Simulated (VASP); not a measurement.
# La (P6_3/mmc) in VASP: further runs

Aim: see how the results for La move with the level of theory and the settings. Levels: r2SCAN, PBEsol. Tasks: single point, relaxation of cell and atoms.

All numbers are computed with VASP 6.6.1; they aren't measurements. Logs are shortened: lines on timing, memory, paths and dates and some standing lists are left out, and cuts for length are marked.

## 1. The cell of the first run

It takes space group P6_3/mmc (No. 194, hexagonal). The conventional cell has a = 3.820 Å, b = 3.820 Å, c = 6.014 Å, α = 90.00°, β = 90.00°, γ = 120.00°. La (site symmetry -6m2) has 12 La at 3.73 to 3.82 Å within 4.9 Å.

## 2. Single point, r2SCAN

The input, POSCAR:

```
La
1.0
    3.8204877757      0.0000000000      0.0000000000
   -1.9102438878      3.3086394686      0.0000000000
    0.0000000000      0.0000000000      6.0144118992
La
2
Direct
    0.0000000000      0.0000000000      0.0000000000
    0.3333333333      0.6666666667      0.5000000000
```

The input, INCAR.step1:

```
SYSTEM = La
ALGO     = Normal         ! electronic algorithm
EDIFF    = 1E-5           ! SCF threshold, eV
ENCUT    = 550            ! plane-wave cutoff, eV
GGA      = PE             ! functional
GGA_COMPAT= .FALSE.      
ISMEAR   = 1              ! smearing method
LASPH    = .TRUE.         ! aspherical terms in the spheres
LCHARG   = .FALSE.        ! write CHGCAR
LMAXMIX  = 6              ! l up to which the mixer works
LREAL    = .FALSE.        ! projectors in reciprocal space
LWAVE    = .TRUE.         ! write WAVECAR
NBANDS   = 18             ! bands
NELM     = 200            ! most SCF steps
PREC     = Accurate       ! precision mode
SIGMA    = 0.1            ! smearing width, eV
```

The input, INCAR.step2:

```
SYSTEM = La
ALGO     = Normal         ! electronic algorithm
EDIFF    = 1E-6           ! SCF threshold, eV
ENCUT    = 550            ! plane-wave cutoff, eV
GGA_COMPAT= .FALSE.      
ISIF     = 2              ! what is computed and relaxed
ISMEAR   = 1              ! smearing method
ISTART   = 1            
LASPH    = .TRUE.         ! aspherical terms in the spheres
LCHARG   = .TRUE.         ! write CHGCAR
LELF     = .TRUE.         ! ELF
LMAXMIX  = 6              ! l up to which the mixer works
LMIXTAU  = .TRUE.       
LREAL    = .FALSE.        ! projectors in reciprocal space
LVHAR    = .TRUE.       
LWAVE    = .FALSE.        ! write WAVECAR
METAGGA  = R2SCAN         ! meta-GGA
NBANDS   = 18             ! bands
NELM     = 200            ! most SCF steps
PREC     = Accurate       ! precision mode
SIGMA    = 0.1            ! smearing width, eV
```

The input, KPOINTS:

```
k-points
0
G
  17 17 9
  0 0 0
```

Potentials or basis: VASP PAW PBE potentials, release 64 (La).

On the command line:

```bash
cat potpaw_PBE.64/La/POTCAR > POTCAR
cp INCAR.step1 INCAR
mpirun -np 1 vasp_std > vasp.out
cp INCAR.step2 INCAR
mpirun -np 1 vasp_std > vasp.out
```

OUTCAR:

```text
SYSTEM = La
   EDIFF = 1E-6
   ENCUT = 550
   ISIF = 2
   ISMEAR = 1
   ISTART = 1
   LASPH = .TRUE.
   LREAL = .FALSE.
   METAGGA = R2SCAN
   NELM = 200
   PREC = Accurate

 ion  position               nearest neighbor table
   1  0.000  0.000  0.000-
   2  0.333  0.667  0.500-

  LATTYP: Found a hexagonal cell.
 ALAT       =     3.8204877757
 C/A-ratio  =     1.5742523605

  Lattice vectors:

 A1 = (   3.8204877757,   0.0000000000,   0.0000000000)
 A2 = (  -1.9102438878,   3.3086394686,   0.0000000000)
 A3 = (   0.0000000000,   0.0000000000,   6.0144118992)

Analysis of symmetry for initial positions (statically):
=====================================================================
 Subroutine PRICEL returns:
 Original cell was already a primitive cell.

 Routine SETGRP: Setting up the symmetry group for a
 hexagonal supercell.

 Subroutine GETGRP returns: Found 24 space group operations
 (whereof 12 operations were pure point group operations)
 out of a pool of 24 trial point group operations.

The static configuration has the point symmetry D_3h.
 The point group associated with its full space group is D_6h.

Analysis of symmetry for dynamics (positions and initial velocities):
=====================================================================
 Subroutine PRICEL returns:
 Original cell was already a primitive cell.

 Routine SETGRP: Setting up the symmetry group for a
 hexagonal supercell.

 Subroutine GETGRP returns: Found 24 space group operations
 (whereof 12 operations were pure point group operations)
 out of a pool of 24 trial point group operations.

The dynamic configuration has the point symmetry D_3h.
 The point group associated with its full space group is D_6h.

 Subroutine INISYM returns: Found 24 space group operations
 (whereof 12 operations are pure point group operations),
 and found     1 'primitive' translations

----------------------------------------------------------------------------------------

                                     Primitive cell

  volume of cell :      76.0259

  direct lattice vectors                    reciprocal lattice vectors
     3.820487776  0.000000000  0.000000000     0.261746682  0.151119517  0.000000000
    -1.910243888  3.308639469  0.000000000     0.000000000  0.302239035  0.000000000
     0.000000000  0.000000000  6.014411899     0.000000000  0.000000000  0.166267295

  length of vectors
     3.820487776  3.820487776  6.014411899     0.302239035  0.302239035  0.166267295

  position of ions in fractional coordinates (direct lattice)
     0.000000000  0.000000000  0.000000000
     0.333333333  0.666666667  0.500000000

  ion indices of the primitive-cell ions
   primitive index   ion index
                 1           1
                 2           2

----------------------------------------------------------------------------------------

 KPOINTS: k-points

Automatic generation of k-mesh.
 Grid dimensions read from file:
 generate k-points for:   17   17    9

 Generating k-lattice:

  Cartesian coordinates                     Fractional coordinates (reciprocal lattice)
     0.015396864  0.008889383  0.000000000     0.058823529  0.000000000  0.000000000
     0.000000000  0.017778767  0.000000000     0.000000000  0.058823529  0.000000000
     0.000000000  0.000000000  0.018474144     0.000000000  0.000000000  0.111111111

  Length of vectors
     0.017778767  0.017778767  0.018474144

  Shift w.r.t. Gamma in fractional coordinates (k-lattice)
     0.000000000  0.000000000  0.000000000

 Subroutine IBZKPT returns following result:
 ===========================================

 Found    165 irreducible k-points:

 Following reciprocal coordinates:
            Coordinates               Weight
  0.000000  0.000000  0.000000      1.000000
  0.058824  0.000000  0.000000      6.000000
  0.117647  0.000000  0.000000      6.000000
  0.176471  0.000000  0.000000      6.000000
  0.235294  0.000000  0.000000      6.000000
  0.294118  0.000000  0.000000      6.000000
[... 16 lines left out ...]
  0.411765  0.117647  0.000000     12.000000
  0.176471  0.176471  0.000000      6.000000
 [... further k-points ...]
   k-points           NKPTS =    165   k-points in BZ     NKDIM =    165   number of bands    NBANDS=     18
   number of dos      NEDOS =    301   number of ions     NIONS =      2
   total plane-waves  NPLWV =  43200
   dimension x,y,z NGX =    30 NGY =   30 NGZ =   48
   dimension x,y,z NGXF=    60 NGYF=   60 NGZF=   96
   ions per type =               2
   NGX,Y,Z   is equivalent  to a cutoff of  13.05, 13.05, 13.27 a.u.
   NGXF,Y,Z  is equivalent  to a cutoff of  26.11, 26.11, 26.54 a.u.
 SYSTEM =  La
   PREC   = accura    normal or accurate (medium, high low for compatibility)
   ISTART =      1    job   : 0-new  1-cont  2-samecut
   ICHARG =      0    charge: 1-file 2-atom 10-const
   ISPIN  =      1    spin polarized calculation?
   LNONCOLLINEAR =      F non collinear calculations
   LSORBIT =      F    spin-orbit coupling
   LASPH  =      T    aspherical Exc in radial PAW
   ENCUT  =  550.0 eV  40.42 Ry    6.36 a.u.   7.31  7.31 11.50*2*pi/ulx,y,z
   NELM   =    200;   NELMIN=  2; NELMDL=  0     # of ELM steps
   EDIFF  = 0.1E-05   stopping-criterion for ELM
   LREAL  =      F    real-space projection
   EDIFFG = 0.1E-04   stopping-criterion for IOM
   NSW    =      0    number of steps for IOM
   IBRION =     -1    ionic relax: 0-MD 1-quasi-New 2-CG
   NFREE  =      0    steps in history (QN), initial steepest desc. (CG)
   ISIF   =      2    stress and relaxation
   ISYM   =      2    0-nonsym 1-usesym 2-fastsym
   POTIM  = 0.5000    time-step for ionic-motion
   TEBEG  =    0.0;   TEEND  =   0.0 temperature during run
   PSTRESS=    0.0 pullay stress
   NELECT =      22.0000    total number of electrons
   NUPDOWN=      -1.0000    fix difference up-down
   EMIN   =  10.00;   EMAX   =-10.00  energy-range for DOS
   EFERMI =   0.00;   METHOD = LEGACY
   ISMEAR =     1;   SIGMA  =   0.10  broadening in eV -4-tet -1-fermi 0-gaus
   EFERMI_NEDOS =   21; number of points for ismear=-14 and -15
   IALGO  =     38    algorithm
   IMIX   =      4    mixing-type and parameters
     AMIX     =   0.40;   BMIX     =  1.00
     AMIX_MAG =   1.60;   BMIX_MAG =  1.00
  volume/ion in A,a.u.               =      38.01       256.52
  Fermi-wavevector in a.u.,A,eV,Ry     =   1.082834  2.046260 15.953234  1.172530
  Thomas-Fermi vector in A             =   2.218885
   LORBIT       =      0    0 simple, 1 ext, 2 COOP (PROOUT), +10 PAW based schemes
   METAGGA = R2SCAN    functional components
   LHFCALC =     F    Hartree Fock is set to
   AEXX    =    0.0000 exact exchange contribution
   IVDW    =     0    specifies the selected vdW correction
   LEPSILON=     F    determine dielectric tensor
   LRPA    =     F    only Hartree local field effects (RPA)
 non-spin polarized calculation
 Methfessel and Paxton  Order N= 1 SIGMA  =   0.10
  energy-cutoff  :      550.00
  volume of cell :       76.03
 maximum number of plane-waves:      2261
 NGX is ok and might be reduce to    30
   NGX = 15   NGY = 15   NGZ = 23

 number of electron      22.0000002 magnetization

 Free energy of the ion-electron system (eV)
  ---------------------------------------------------
  ext. energy  EPLUGINS =         0.00000000
  ---------------------------------------------------
  free energy    TOTEN  =       -59.42393848 eV

  energy without entropy =      -59.42335915  energy(sigma->0) =      -59.42374537

 E-fermi :   7.7473     XC(G=0): -10.1116

 val. band max:        7.7303297569   @ k =   0.1765   0.0588   0.2222
 cond. band min:       7.7542631582   @ k =   0.4118   0.1176   0.4444
 fundamental gap:      0.0239334013
 Fermi energy:         7.7472974705

 k-point     1 :       0.0000    0.0000    0.0000
  band No.  band energies     occupation
      1     -26.3615      2.00000
      2     -26.1397      2.00000
      3     -10.2955      2.00000
      4      -9.1353      2.00000
      5      -9.1353      2.00000
      6      -8.9355      2.00000
[... 10 lines left out ...]
     17       9.6577     -0.00000
     18       9.6750     -0.00000

 k-point     2 :       0.0588    0.0000    0.0000
  band No.  band energies     occupation
      1     -26.3562      2.00000
      2     -26.1376      2.00000
      3     -10.2810      2.00000
      4      -9.1695      2.00000
      5      -9.1467      2.00000
      6      -8.9709      2.00000
[... 10 lines left out ...]
     17       9.6261     -0.00000
     18       9.6627     -0.00000

 k-point     3 :       0.1176    0.0000    0.0000
  band No.  band energies     occupation
      1     -26.3407      2.00000
      2     -26.1318      2.00000
      3     -10.2386      2.00000
      4      -9.2670      2.00000
      5      -9.1783      2.00000
      6      -9.0701      2.00000
[... 10 lines left out ...]
     17       9.6429     -0.00000
     18       9.6761     -0.00000

 k-point     4 :       0.1765    0.0000    0.0000
  band No.  band energies     occupation
      1     -26.3168      2.00000
      2     -26.1234      2.00000
      3     -10.1706      2.00000
      4      -9.4133      2.00000
      5      -9.2241      2.00000
      6      -9.2142      2.00000
[... 375 lines left out ...]
      4      -9.7732      2.00000
      5      -9.7346      2.00000
      6      -9.4656      2.00000
[... 10 lines left out ...]
     17       9.8180      0.00000
     18       9.8780      0.00000

 k-point    23 :       0.4118    0.1176    0.0000
  band No.  band energies     occupation
      1     -26.1693      2.00000
      2     -26.1036      2.00000
      3     -10.0586      2.00000
      4      -9.8081      2.00000
      5      -9.6656      2.00000
      6      -9.4957      2.00000
[... 10 lines left out ...]
     17       9.8237      0.00000
     18       9.8480      0.00000

 k-point    24 :       0.1765    0.1765    0.0000
  band No.  band energies     occupation
      1     -26.2460      2.00000
      2     -26.1050      2.00000
      3      -9.9532      2.00000
      4      -9.6683      2.00000
      5      -9.6678      2.00000
      6      -9.3098      2.00000
[... 10 lines left out ...]
     17       9.8320      0.00000
     18       9.9071      0.00000

 [... further k-points ...]

------------------------ aborting loop because EDIFF is reached ----------------------------------------

  FORCE on cell =-STRESS in cart. coord.  units (eV):
  Direction    XX          YY          ZZ          XY          YZ          ZX
  --------------------------------------------------------------------------------------
  -------------------------------------------------------------------------------------
  Total        0.0403651      0.0403651      0.0029995      0.0000000      0.0000000      0.0000000
  in kB        0.8506584      0.8506584      0.0632110      0.0000000      0.0000000      0.0000000
  external PRESSURE =       0.5881759 kB  Pullay stress =       0.0000000 kB

 VOLUME and BASIS-vectors are now :
 -----------------------------------------------------------------------------
  energy-cutoff  :      550.00
  volume of cell :       76.03
      direct lattice vectors                 reciprocal lattice vectors
     3.820487776  0.000000000  0.000000000     0.261746682  0.151119517  0.000000000
    -1.910243888  3.308639469  0.000000000     0.000000000  0.302239035  0.000000000
     0.000000000  0.000000000  6.014411899     0.000000000  0.000000000  0.166267295

 POSITION                                       TOTAL-FORCE (eV/Angst)
 -----------------------------------------------------------------------------------
      0.00000      0.00000      0.00000         0.000000      0.000000      0.000000
     -0.00000      2.20576      3.00721        -0.000000      0.000000      0.000000
 -----------------------------------------------------------------------------------
    total drift:                                0.000000     -0.000000     -0.000000

  FREE ENERGIE OF THE ION-ELECTRON SYSTEM (eV)
  ---------------------------------------------------
  free  energy   TOTEN  =       -59.4239384752 eV

  energy  without entropy=      -59.4233591498  energy(sigma->0) =      -59.42374537
```

It took 35 min on 1 thread of Intel Xeon 8259CL, shared host; peak memory 0.4 GiB.

What came out:

```
Free energy            : -59.4239 eV
Pressure               : 0.1 GPa
Band gap on the k mesh : zero (bands 11 and 12 overlap by 1.71 eV)
```

Levels at points of the mesh, in eV from the Fermi level:
| k point | band 9 | band 10 | band 11 | band 12 | band 13 | band 14 |
| --- | --- | --- | --- | --- | --- | --- |
| (0.00, 0.00, 0.00) | -3.34 | -1.83 | 1.36 | 1.39 | 1.39 | 1.77 |

Caveat: the PAW data sets were made with another functional, which shifts forces and pressure a little; spin-orbit coupling is left out, which moves the levels of the heavy elements.

(Part 1 of 2 ends here.)
